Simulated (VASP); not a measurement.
# MgI2 (P-3m1) in VASP: notebook

The runs below take MgI2 through single point, with LDA.

Everything below comes from runs of VASP 6.6.1. Logs are shortened: lines on timing, memory, paths and dates and some standing lists are left out, and cuts for length are marked.

## Step 1: The cell of the first run

The structure is trigonal, space group P-3m1 (No. 164). The conventional cell has a = 3.966 Å, b = 3.966 Å, c = 6.505 Å, α = 90.00°, β = 90.00°, γ = 120.00°. Mg (site symmetry -3m) has 6 I at 2.74 Å within 3.6 Å. Within 3.6 Å of I (site symmetry 3m) lie 3 Mg at 2.74 Å.

## Step 2: Single point, LDA

INCAR

```
SYSTEM = MgI2
  ALGO = Normal
  EDIFF = 1E-6
  ENCUT = 520
  ISIF = 2
  ISMEAR = 0
  LASPH = .True.
  LCHARG = .False.
  LREAL = .False.
  LWAVE = .False.
  NBANDS = 15
  NELM = 60
  PREC = Accurate
  SIGMA = 0.05
```

KPOINTS

```
k-points
0
Gamma
  6 6 4
  0 0 0
```

POSCAR

```
MgI2
1.0
    3.9657052472      0.0000000000      0.0000000000
   -1.9828526236      3.4344014880      0.0000000000
    0.0000000000      0.0000000000      6.5052162191
Mg I
1 2
Direct
    0.0000000000      0.0000000000      0.0000000000
    0.3333333333      0.6666666667      0.7672995888
    0.6666666667      0.3333333333      0.2327004112
```

Potentials or basis: VASP PAW LDA potentials, release 64 (Mg, I).

Launch:

```
$ cat potpaw_LDA.64/Mg/POTCAR potpaw_LDA.64/I/POTCAR > POTCAR
$ mpirun -np 1 vasp_std > vasp.out
```

OUTCAR:

```text
SYSTEM = MgI2
   EDIFF = 1E-6
   ENCUT = 520
   ISIF = 2
   ISMEAR = 0
   LASPH = .True.
   LREAL = .False.
   NELM = 60
   PREC = Accurate

 ion  position               nearest neighbor table
   1  0.000  0.000  0.000-   2 2.74   3 2.74   3 2.74   2 2.74   3 2.74   2 2.74
   2  0.333  0.667  0.767-   1 2.74   1 2.74   1 2.74
   3  0.667  0.333  0.233-   1 2.74   1 2.74   1 2.74

  LATTYP: Found a hexagonal cell.
 ALAT       =     3.9657052472
 C/A-ratio  =     1.6403680590

  Lattice vectors:

 A1 = (   3.9657052472,   0.0000000000,   0.0000000000)
 A2 = (  -1.9828526236,   3.4344014880,   0.0000000000)
 A3 = (   0.0000000000,   0.0000000000,   6.5052162191)

Analysis of symmetry for initial positions (statically):
=====================================================================
 Subroutine PRICEL returns:
 Original cell was already a primitive cell.

 Routine SETGRP: Setting up the symmetry group for a
 hexagonal supercell.

 Subroutine GETGRP returns: Found 12 space group operations
 (whereof 12 operations were pure point group operations)
 out of a pool of 24 trial point group operations.

The static configuration has the point symmetry D_3d.

Analysis of symmetry for dynamics (positions and initial velocities):
=====================================================================
 Subroutine PRICEL returns:
 Original cell was already a primitive cell.

 Routine SETGRP: Setting up the symmetry group for a
 hexagonal supercell.

 Subroutine GETGRP returns: Found 12 space group operations
 (whereof 12 operations were pure point group operations)
 out of a pool of 24 trial point group operations.

The dynamic configuration has the point symmetry D_3d.

 Subroutine INISYM returns: Found 12 space group operations
 (whereof 12 operations are pure point group operations),
 and found     1 'primitive' translations

----------------------------------------------------------------------------------------

                                     Primitive cell

  volume of cell :      88.5999

  direct lattice vectors                    reciprocal lattice vectors
     3.965705247  0.000000000  0.000000000     0.252161958  0.145585774  0.000000000
    -1.982852624  3.434401488  0.000000000     0.000000000  0.291171549  0.000000000
     0.000000000  0.000000000  6.505216219     0.000000000  0.000000000  0.153722792

  length of vectors
     3.965705247  3.965705247  6.505216219     0.291171549  0.291171549  0.153722792

  position of ions in fractional coordinates (direct lattice)
     0.000000000  0.000000000  0.000000000
     0.333333333  0.666666667  0.767299589
     0.666666667  0.333333333  0.232700411

  ion indices of the primitive-cell ions
   primitive index   ion index
                 1           1
                 2           2
                 3           3

----------------------------------------------------------------------------------------

 KPOINTS: k-points

Automatic generation of k-mesh.
 Grid dimensions read from file:
 generate k-points for:    6    6    4

 Generating k-lattice:

  Cartesian coordinates                     Fractional coordinates (reciprocal lattice)
     0.042026993  0.024264296  0.000000000     0.166666667  0.000000000  0.000000000
     0.000000000  0.048528591  0.000000000     0.000000000  0.166666667  0.000000000
     0.000000000  0.000000000  0.038430698     0.000000000  0.000000000  0.250000000

  Length of vectors
     0.048528591  0.048528591  0.038430698

  Shift w.r.t. Gamma in fractional coordinates (k-lattice)
     0.000000000  0.000000000  0.000000000

 Subroutine IBZKPT returns following result:
 ===========================================

 Found     24 irreducible k-points:

 Following reciprocal coordinates:
            Coordinates               Weight
  0.000000  0.000000  0.000000      1.000000
  0.166667  0.000000  0.000000      6.000000
  0.333333 -0.000000  0.000000      6.000000
  0.500000  0.000000  0.000000      3.000000
  0.166667  0.166667  0.000000      6.000000
  0.333333  0.166667  0.000000     12.000000
[... 16 lines left out ...]
  0.333333  0.166667  0.500000     12.000000
  0.333333  0.333333  0.500000      2.000000
   k-points           NKPTS =     24   k-points in BZ     NKDIM =     24   number of bands    NBANDS=     15
   number of dos      NEDOS =    301   number of ions     NIONS =      3
   total plane-waves  NPLWV =  43200
   dimension x,y,z NGX =    30 NGY =   30 NGZ =   48
   dimension x,y,z NGXF=    60 NGYF=   60 NGZF=   96
   ions per type =               1   2
   NGX,Y,Z   is equivalent  to a cutoff of  12.58, 12.58, 12.27 a.u.
   NGXF,Y,Z  is equivalent  to a cutoff of  25.15, 25.15, 24.53 a.u.
 SYSTEM =  MgI2
   PREC   = accura    normal or accurate (medium, high low for compatibility)
   ISTART =      0    job   : 0-new  1-cont  2-samecut
   ICHARG =      2    charge: 1-file 2-atom 10-const
   ISPIN  =      1    spin polarized calculation?
   LNONCOLLINEAR =      F non collinear calculations
   LSORBIT =      F    spin-orbit coupling
   LASPH  =      T    aspherical Exc in radial PAW
   ENCUT  =  520.0 eV  38.22 Ry    6.18 a.u.   7.37  7.37 12.10*2*pi/ulx,y,z
   NELM   =     60;   NELMIN=  2; NELMDL= -5     # of ELM steps
   EDIFF  = 0.1E-05   stopping-criterion for ELM
   LREAL  =      F    real-space projection
   EDIFFG = 0.1E-04   stopping-criterion for IOM
   NSW    =      0    number of steps for IOM
   IBRION =     -1    ionic relax: 0-MD 1-quasi-New 2-CG
   NFREE  =      0    steps in history (QN), initial steepest desc. (CG)
   ISIF   =      2    stress and relaxation
   ISYM   =      2    0-nonsym 1-usesym 2-fastsym
   POTIM  = 0.5000    time-step for ionic-motion
   TEBEG  =    0.0;   TEEND  =   0.0 temperature during run
   PSTRESS=    0.0 pullay stress
   NELECT =      16.0000    total number of electrons
   NUPDOWN=      -1.0000    fix difference up-down
   EMIN   =  10.00;   EMAX   =-10.00  energy-range for DOS
   EFERMI =   0.00;   METHOD = LEGACY
   ISMEAR =     0;   SIGMA  =   0.05  broadening in eV -4-tet -1-fermi 0-gaus
   EFERMI_NEDOS =   21; number of points for ismear=-14 and -15
   IALGO  =     38    algorithm
   IMIX   =      4    mixing-type and parameters
     AMIX     =   0.40;   BMIX     =  1.00
     AMIX_MAG =   1.60;   BMIX_MAG =  1.00
  volume/ion in A,a.u.               =      29.53       199.30
  Fermi-wavevector in a.u.,A,eV,Ry     =   0.925345  1.748649 11.650174  0.856264
  Thomas-Fermi vector in A             =   2.051189
   LORBIT       =      0    0 simple, 1 ext, 2 COOP (PROOUT), +10 PAW based schemes
   GGA     = CA    functional components
   LHFCALC =     F    Hartree Fock is set to
   AEXX    =    0.0000 exact exchange contribution
   IVDW    =     0    specifies the selected vdW correction
   LEPSILON=     F    determine dielectric tensor
   LRPA    =     F    only Hartree local field effects (RPA)
 non-spin polarized calculation
 Gauss-broadening in eV      SIGMA  =   0.05
  energy-cutoff  :      520.00
  volume of cell :       88.60
 maximum number of plane-waves:      2424
 NGX is ok and might be reduce to    30
   NGX = 15   NGY = 15   NGZ = 25

 number of electron      16.0000002 magnetization

 Free energy of the ion-electron system (eV)
  ---------------------------------------------------
  ext. energy  EPLUGINS =         0.00000000
  ---------------------------------------------------
  free energy    TOTEN  =        -8.86276844 eV

  energy without entropy =       -8.86276844  energy(sigma->0) =       -8.86276844

 E-fermi :   3.9691     XC(G=0):  -9.1133

 val. band max:        3.7342012937   @ k =   0.0000   0.0000   0.0000
 cond. band min:       7.0071267646   @ k =   0.5000   0.0000   0.0000
 fundamental gap:      3.2729254709
 Fermi energy:         3.9690659215

 k-point     1 :       0.0000    0.0000    0.0000
  band No.  band energies     occupation
      1      -9.3587      2.00000
      2      -8.2083      2.00000
      3      -0.6589      2.00000
      4       2.8814      2.00000
      5       2.8814      2.00000
      6       3.4661      2.00000
      7       3.4661      2.00000
      8       3.7342      2.00000
      9       7.8487      0.00000
     10       8.1557      0.00000
     11      10.2073      0.00000
     12      10.2073      0.00000
     13      10.9081      0.00000
     14      11.5412      0.00000
     15      11.5412      0.00000

 k-point     2 :       0.1667    0.0000    0.0000
  band No.  band energies     occupation
      1      -9.1610      2.00000
      2      -8.1115      2.00000
      3      -0.4255      2.00000
      4       1.6104      2.00000
      5       2.4058      2.00000
      6       2.4735      2.00000
      7       3.4078      2.00000
      8       3.6199      2.00000
      9       8.5652      0.00000
     10       9.0485      0.00000
     11       9.8861      0.00000
     12      10.7472      0.00000
     13      10.7753      0.00000
     14      11.5113      0.00000
     15      11.9564      0.00000

 k-point     3 :       0.3333   -0.0000    0.0000
  band No.  band energies     occupation
      1      -8.6693      2.00000
      2      -7.9480      2.00000
      3      -0.2934      2.00000
      4       0.2411      2.00000
      5       1.1426      2.00000
      6       1.9163      2.00000
      7       3.0650      2.00000
      8       3.1409      2.00000
      9       7.4707      0.00000
     10       9.0814      0.00000
     11       9.5802      0.00000
     12      10.9037      0.00000
     13      11.8927      0.00000
     14      12.5668      0.00000
     15      12.7453      0.00000
[... 343 lines left out ...]
 k-point    23 :       0.3333    0.1667    0.5000
  band No.  band energies     occupation
      1      -8.2520      2.00000
      2      -7.9995      2.00000
      3      -0.6929      2.00000
      4      -0.1861      2.00000
      5       0.9766      2.00000
      6       1.6560      2.00000
      7       2.7107      2.00000
      8       2.9421      2.00000
      9       8.2342      0.00000
     10       9.0736      0.00000
     11       9.8358      0.00000
     12      10.5090      0.00000
     13      10.8275      0.00000
     14      11.8918      0.00000
     15      12.7229      0.00000

 k-point    24 :       0.3333    0.3333    0.5000
  band No.  band energies     occupation
      1      -8.0218      2.00000
      2      -8.0218      2.00000
      3      -0.4325      2.00000
      4       0.0063      2.00000
      5       0.0063      2.00000
      6       0.8253      2.00000
      7       2.9703      2.00000
      8       2.9703      2.00000
      9       9.0602      0.00000
     10       9.4283      0.00000
     11       9.4283      0.00000
     12      10.7770      0.00000
     13      11.9742      0.00000
     14      12.3054      0.00000
     15      12.3054      0.00000

------------------------ aborting loop because EDIFF is reached ----------------------------------------

  FORCE on cell =-STRESS in cart. coord.  units (eV):
  Direction    XX          YY          ZZ          XY          YZ          ZX
  --------------------------------------------------------------------------------------
  -------------------------------------------------------------------------------------
  Total        3.0098766      3.0098766      3.5741613      0.0000000      0.0000000      0.0000000
  in kB       54.4284585     54.4284585     64.6325812      0.0000000      0.0000000      0.0000000
  external PRESSURE =      57.8298327 kB  Pullay stress =       0.0000000 kB

 VOLUME and BASIS-vectors are now :
 -----------------------------------------------------------------------------
  energy-cutoff  :      520.00
  volume of cell :       88.60
      direct lattice vectors                 reciprocal lattice vectors
     3.965705247  0.000000000  0.000000000     0.252161958  0.145585774  0.000000000
    -1.982852624  3.434401488  0.000000000     0.000000000  0.291171549  0.000000000
     0.000000000  0.000000000  6.505216219     0.000000000  0.000000000  0.153722792

 POSITION                                       TOTAL-FORCE (eV/Angst)
 -----------------------------------------------------------------------------------
      0.00000      0.00000      0.00000        -0.000000      0.000000     -0.000000
     -0.00000      2.28960      4.99145         0.000000     -0.000000     -1.200582
      1.98285      1.14480      1.51377         0.000000      0.000000      1.200582
 -----------------------------------------------------------------------------------
    total drift:                                0.000000     -0.000000      0.000000

  FREE ENERGIE OF THE ION-ELECTRON SYSTEM (eV)
  ---------------------------------------------------
  free  energy   TOTEN  =        -8.8627684415 eV

  energy  without entropy=       -8.8627684415  energy(sigma->0) =       -8.86276844
```

Run time: 38 s. Hardware: 1 thread of Intel Xeon Platinum 8259CL at 2.50GHz (Skylake/Cascade Lake), shared host; peak memory 0.18 GiB.

Results:

```yaml
Free_energy: -8.8628 eV
Pressure: 5.8 GPa
Largest_force: 1.201 eV/Å
Band_gap_on_the_k_mesh: 3.27 eV, indirect (least direct gap 4.01 eV)
```

Forces on the atoms (eV/Å):
```
Mg   0.000  0.000  0.000
I    0.000  0.000 -1.201
I    0.000  0.000  1.201
```

Stress tensor (GPa, compression positive):
```
5.44 0.00 0.00
0.00 5.44 0.00
0.00 0.00 6.46
```

Levels at points of the mesh, in eV from the valence-band top:
| k point | band 4 | band 5 | band 6 | band 7 | band 8 | band 9 | band 10 | band 11 | band 12 | band 13 |
| --- | --- | --- | --- | --- | --- | --- | --- | --- | --- | --- |
| (0.00, 0.00, 0.00) | -0.85 | -0.85 | -0.27 | -0.27 | 0.00 | 4.11 | 4.42 | 6.47 | 6.47 | 7.17 |
| (0.50, 0.00, 0.00) | -3.73 | -2.42 | -2.04 | -1.28 | -0.74 | 3.27 | 5.17 | 5.30 | 6.99 | 8.72 |
| (0.00, 0.00, 0.50) | -1.86 | -0.75 | -0.75 | -0.38 | -0.38 | 4.62 | 4.91 | 6.26 | 6.26 | 7.44 |
| (0.50, 0.00, 0.50) | -4.18 | -1.86 | -1.49 | -1.12 | -1.02 | 3.45 | 4.97 | 5.22 | 5.79 | 8.09 |

Caveat: spin-orbit coupling is left out, which moves the levels of the heavy elements; forces of over 1 eV/Å act on the atoms, so gaps and moduli don't describe the material at rest. A k mesh can miss the band edges.

## Step 3: Single point, LDA

INCAR

```
SYSTEM = MgI2
  ALGO = Normal
  EDIFF = 1E-6
  ENCUT = 520
  GGA = CA
  ISIF = 2
  ISMEAR = 0
  LASPH = .TRUE.
  LCHARG = .FALSE.
  LREAL = .FALSE.
  LWAVE = .FALSE.
  NBANDS = 15
  NELM = 80
  PREC = Accurate
  SIGMA = 0.05
```

KPOINTS

```
k-points
0
G
  6 6 4
  0 0 0
```

POSCAR

```
MgI2
1.0
    3.9657052472      0.0000000000      0.0000000000
   -1.9828526236      3.4344014880      0.0000000000
    0.0000000000      0.0000000000      6.5052162191
Mg I
1 2
Direct
    0.0000000000      0.0000000000      0.0000000000
    0.3333333333      0.6666666667      0.7523486881
    0.6666666667      0.3333333333      0.2476513119
```

Potentials or basis: VASP PAW LDA potentials, release 64 (Mg, I).

Launch:

```
$ cat potpaw_LDA.64/Mg/POTCAR potpaw_LDA.64/I/POTCAR > POTCAR
$ mpirun -np 1 vasp_std > vasp.out
```

Wall time 37 s (1 thread of Intel Xeon Platinum 8259CL at 2.50GHz (Skylake/Cascade Lake), shared host); peak memory 0.18 GiB.

It converged, with:

```yaml
Free_energy: -9.0218 eV
Pressure: 3.4 GPa
Largest_force: 0.448 eV/Å
Band_gap_on_the_k_mesh: 3.33 eV, indirect (least direct gap 3.98 eV)
```

Forces in eV/Å, atoms in the order of the input:
```
Mg   0.000  0.000  0.000
I    0.000  0.000 -0.448
I    0.000  0.000  0.448
```

Levels at points of the mesh, in eV from the valence-band top:
```csv
k point,band 6,band 7,band 8,band 9,band 10,band 11
"(0.00, 0.00, 0.00)",-0.12,-0.12,0.00,3.98,4.57,6.67
"(0.50, 0.00, 0.00)",-1.80,-1.35,-0.63,3.42,5.07,5.13
"(0.00, 0.00, 0.50)",-0.48,-0.28,-0.28,4.77,4.97,6.42
"(0.50, 0.00, 0.50)",-1.43,-1.16,-1.02,3.43,4.81,5.18
```

Caveat: spin-orbit coupling is left out, which moves the levels of the heavy elements.

[end of part 1 of 2]
